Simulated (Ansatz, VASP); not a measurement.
**ZnO: VASP beside Ansatz**

Contents of INCAR:

```
  ALGO = Normal
  EDIFF = 1E-6
  ENCUT = 520
  GGA = PE
  ISIF = 2
  ISMEAR = 0
  LASPH = True
  LCHARG = False
  LREAL = False
  LWAVE = False
  NBANDS = 26
  NELM = 80
  PREC = Accurate
  SIGMA = 0.01
```

The input KPOINTS:

```
k-points
0
Gamma
  9 9 4
```

Contents of POSCAR:

```
ZnO
1.0
    3.0845221689      0.0000000000      0.0000000000
   -1.5422610845      2.6712745568      0.0000000000
    0.0000000000      0.0000000000      5.2939293383
Zn O
2 2
Direct
    0.0000000000      0.0000000000      0.0000000000
    0.0000000000      0.0000000000      0.5000000000
    0.3333333333      0.6666666667      0.2500000000
    0.6666666667      0.3333333333      0.7500000000
```

Input for Ansatz:

```yaml
crystal:
  lattice:
    - [3.0845221689, 0.0, 0.0]
    - [-1.5422610845, 2.6712745568, 0.0]
    - [0.0, 0.0, 5.2939293383]
  atoms:
    - { symbol: Zn, position: [0.0, 0.0, 0.0] }
    - { symbol: Zn, position: [0.0, 0.0, 0.5] }
    - { symbol: O, position: [0.3333333333, 0.6666666667, 0.25] }
    - { symbol: O, position: [0.6666666667, 0.3333333333, 0.75] }
kpoints:
  mp_grid: { grid: [9, 9, 4] }
hamiltonian:
  xc: pbe
scf:
  occupations: { method: fixed }
  n_extra_bands: 5
output:
  forces: true
  stress: true
  eigenvalues: true
```

Alike in both runs: task single point; functional PBE; k mesh 9 × 9 × 4; no spin polarisation.

|  | VASP | Ansatz |
| --- | --- | --- |
| version | VASP 6.6.1 | Ansatz 0.2.0 |
| potentials or method | VASP PAW PBE potentials, release 64 (Zn, O) | plane waves, PAW |
| plane-wave cutoff (eV) | 520 | 420 |
| occupations | gaussian, width 0.01 eV | fixed |
| valence electrons in the cell | 36 | 36 |

```csv
,VASP,Ansatz,Ansatz less VASP
gap on the k mesh at the Fermi level (eV),0.26,0.28,+0.022
pressure (GPa),-7.6,-8.2,-0.67
"traceless stress, the component that is largest in VASP (GPa)",-0.74,-0.80,-0.062
```
